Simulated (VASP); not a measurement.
Ir, 1 atom in the cell. Symmetry: Fm-3m, No. 225, cubic system. The conventional cell has a = 3.812 Å, b = 3.812 Å, c = 3.812 Å, α = 90.00°, β = 90.00°, γ = 90.00°. Within 3.6 Å of Ir (site symmetry m-3m) lie 12 Ir at 2.70 Å. 

```yaml
Program: VASP 6.6.1
Task: single point
Functional: LDA
Potentials_or_basis: VASP PAW LDA potentials, release 64 (Ir_sv_GW)
Cutoff: 500 eV
k_mesh: 15 × 15 × 15
Occupations: fermi-dirac, width 0.1 eV
Spin: no spin polarisation
Dipole_correction: no
Second_run: valence_matched
Further_INCAR_settings: ALGO = Normal; EDIFF = 1e-06; NBANDS = 14
```

Potentials or basis: VASP PAW LDA potentials, release 64 (Ir_sv_GW).

Command:

```sh
$ cat potpaw_LDA.64/Ir_sv_GW/POTCAR > POTCAR
$ mpirun -np 1 vasp_std > vasp.out
```

Hardware: 1 thread of Intel(R) Xeon(R) Platinum 8488C (Sapphire Rapids), with other jobs on the host.

Task: Estimate the wall time of this run.

Result: It took 14 s on 1 thread of Intel(R) Xeon(R) Platinum 8488C (Sapphire Rapids) (shared host), peak memory 0.14 GiB. Counts: scf iterations 12, k points 120.
